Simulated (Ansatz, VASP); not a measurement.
# HfBi3O in VASP and in Ansatz

The input INCAR:

```
  PREC = Accurate
  ENCUT = 520
  EDIFF = 1E-6
  ISMEAR = 0
  SIGMA = 0.1
  LREAL = F
  LASPH = T
  NELM = 60
  ALGO = Normal
  ISIF = 2
  LWAVE = F
  LCHARG = F
  GGA = PE
  NBANDS = 38
```

Contents of KPOINTS:

```
Automatic mesh
0
Gamma
  4 4 4
```

Contents of POSCAR:

```
HfBi3O
1.0
    4.6314580800      0.0000000000      0.0000000000
    0.0000000000      4.6314580800      0.0000000000
    0.0000000000      0.0000000000      4.6525324500
Hf Bi O
1 3 1
Direct
    0.5000000000      0.5000000000      0.4900000100
    0.5000000000      0.5000000000      0.0190000000
    0.5000000000      0.0000000000      0.5170000200
    0.0000000000      0.5000000000      0.5170000200
    0.0000000000      0.0000000000      0.0000000000
```

Input for Ansatz:

```yaml
crystal:
  lattice:
    - [4.63145808, 0.0, 0.0]
    - [0.0, 4.63145808, 0.0]
    - [0.0, 0.0, 4.65253245]
  atoms:
    - { symbol: Hf, position: [0.5, 0.5, 0.49000001] }
    - { symbol: Bi, position: [0.5, 0.5, 0.019] }
    - { symbol: Bi, position: [0.5, 0.0, 0.51700002] }
    - { symbol: Bi, position: [0.0, 0.5, 0.51700002] }
    - { symbol: O, position: [0.0, 0.0, 0.0] }
basis:
  ecutwfc: 420
kpoints:
  mp_grid: { grid: [4, 4, 4] }
hamiltonian:
  xc: pbe
scf:
  occupations: { method: gaussian, width: 0.1 }
  lower_state_search: "off"
output:
  forces: true
  stress: true
  eigenvalues: true
```

Change from the starting cell: species swapped into the BaTiO3 type (P4mm, No. 99).

Alike in both runs: task single point; functional PBE; k mesh 4 × 4 × 4; occupations gaussian, width 0.1 eV; no spin polarisation.

```csv
,VASP,Ansatz
version,VASP 6.6.1,Ansatz 0.2.0
potentials or method,"VASP PAW PBE potentials, release 64 (Hf_pv, Bi_d, O), cutoff 520 eV","scalar-relativistic, plane waves, PAW"
valence electrons in the cell,61,77
```

VASP gave:

| Item | Value |
| --- | --- |
| gap on the k mesh at the Fermi level (eV) | none |
| rms of the force components (eV/Å) | 3.139 |

Problem. What did Ansatz give for the same quantities?

Solution. gap on the k mesh at the Fermi level (eV): none; rms of the force components (eV/Å): 3.170.

Atom by atom the forces differ by 0.031 eV/Å (rms over components). A gap of «none» marks a metal or a gap that the smearing closes. VASP's potentials hold 61 valence electrons a cell and Ansatz's 77, so a difference there can come from the potentials and not from the codes.

Neither program's run includes spin-orbit coupling.
